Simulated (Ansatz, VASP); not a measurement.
LiF: VASP beside Ansatz

Contents of INCAR:

```
SYSTEM = LiF
ALGO = Normal ; EDIFF = 1E-6
ENCUT = 520 ; GGA = CA
ISIF = 2 ; ISMEAR = 0
LASPH = .TRUE. ; LCHARG = .FALSE.
LREAL = .FALSE. ; LWAVE = .FALSE.
NBANDS = 18 ; NELM = 100
PREC = Accurate ; SIGMA = 0.05
```

KPOINTS

```
k-points
0
G
  9 9 6
  0 0 0
```

Contents of POSCAR:

```
LiF
1.0
    3.0140916337      0.0000000000      0.0000000000
   -1.5070458168      2.6102799241      0.0000000000
    0.0000000000      0.0000000000      4.7086139501
Li F
2 2
Direct
    0.3333333333      0.6666666667      0.3371874601
    0.6666666667      0.3333333333      0.8371874601
    0.3333333333      0.6666666667      0.9910195924
    0.6666666667      0.3333333333      0.4910195924
```

Input for Ansatz:

```yaml
crystal:
  lattice:
    - [3.0140916337, 0.0, 0.0]
    - [-1.5070458168, 2.6102799241, 0.0]
    - [0.0, 0.0, 4.7086139501]
  atoms:
    - { symbol: Li, position: [0.3333333333, 0.6666666667, 0.3371874601] }
    - { symbol: Li, position: [0.6666666667, 0.3333333333, 0.8371874601] }
    - { symbol: F, position: [0.3333333333, 0.6666666667, 0.9910195924] }
    - { symbol: F, position: [0.6666666667, 0.3333333333, 0.4910195924] }
basis:
  ecutwfc: 520.0
kpoints:
  mp_grid: { grid: [9, 9, 6] }
hamiltonian:
  xc: lda
scf:
  occupations: { method: gaussian, width: 0.05 }
output:
  forces: true
  stress: true
  eigenvalues: true
```

Alike in both runs: task single point; functional LDA; k mesh 9 × 9 × 6; occupations gaussian, width 0.05 eV; no spin polarisation.

|  | VASP | Ansatz |
| --- | --- | --- |
| version | VASP 6.6.1 | Ansatz 0.2.0 |
| potentials or method | VASP PAW LDA potentials, release 64 (Li_sv, F), cutoff 520 eV | scalar-relativistic, plane waves, PAW |
| valence electrons in the cell | 20 | 20 |

|  | VASP | Ansatz | Ansatz less VASP |
| --- | --- | --- | --- |
| gap on the k mesh at the Fermi level (eV) | 7.88 | 7.90 | +0.016 |
| least direct gap on the mesh (eV) | 7.88 | 7.90 | +0.016 |
| rms of the force components (eV/Å) | 0.815 | 0.797 | -0.0179 |

LDA's correlation is that of Perdew and Zunger in VASP and of Perdew and Wang (1992) in Ansatz. Atom by atom the forces differ by 0.018 eV/Å (rms over components).

Noted on VASP's run: the cutoff is under 1.25 times that of the potentials, so the pressure is a little rough.
